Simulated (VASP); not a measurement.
Wanted: the native input for a VASP 6.6.1 run.

* Task: single point
* Functional: PBE
* Potentials or basis: VASP PAW PBE potentials, release 64 (Ti_sv, Se)
* Cutoff: 520 eV
* k mesh: 6 × 6 × 4
* Occupations: gaussian, width 0.1 eV
* Spin: collinear spin
* Starting moments: [1.0, 1.0, 1.0, 1.0, 1.0, 1.0, 0.0, 0.0] μB
* Dipole correction: no
* Further INCAR settings: ALGO = Normal; EDIFF = 1e-06; NBANDS = 56

The structure of Ti3Se lies in POSCAR:

```
Ti3Se
1.0
    5.8866769574      0.0000000000      0.0000000000
   -2.9433384787      5.0980117890      0.0000000000
    0.0000000000      0.0000000000      4.7249665273
Ti Se
6 2
Direct
    0.8330000000      0.6660000000      0.2500000000
    0.1670000000      0.8330000000      0.7500000000
    0.3340000000      0.1670000000      0.2500000000
    0.1670000000      0.3340000000      0.7500000000
    0.8330000000      0.1670000000      0.2500000000
    0.6660000000      0.8330000000      0.7500000000
    0.3333333333      0.6666666667      0.2500000000
    0.6666666667      0.3333333333      0.7500000000
```

One way to write it, as run:

INCAR

```
SYSTEM = Ti3Se
PREC = Accurate
ENCUT = 520
EDIFF = 1E-6
ISMEAR = 0
SIGMA = 0.1
LREAL = .False.
LASPH = .True.
NELM = 150
ALGO = Normal
ISIF = 2
LWAVE = .False.
LCHARG = .False.
ISPIN = 2
MAGMOM = 1 1 1 1 1 1 0 0
LORBIT = 11
LMAXMIX = 4
GGA = PE
NBANDS = 56
```

KPOINTS

```
regular mesh
0
Gamma
  6 6 4
  0 0 0
```

Potentials or basis: VASP PAW PBE potentials, release 64 (Ti_sv, Se).

Run with:

```console
$ cat potpaw_PBE.64/Ti_sv/POTCAR potpaw_PBE.64/Se/POTCAR > POTCAR
$ mpirun -np 1 vasp_std > vasp.out
```

It gave:

```
Pressure                                              : -9.5 GPa
Largest force                                         : 0.307 eV/Å
Band gap on the k mesh                                : zero (filled and empty bands overlap)
Net moment                                            : 0.00 μB per cell
Valence electrons inside the program's atomic spheres : Ti 10.25; Se 3.78
```

Caveat: the cell stands under tension.

Run time: 7.1 min on 1 thread of Intel(R) Xeon(R) Platinum 8259CL CPU @ 2.50GHz (Skylake/Cascade Lake) (shared host), peak memory 0.47 GiB.
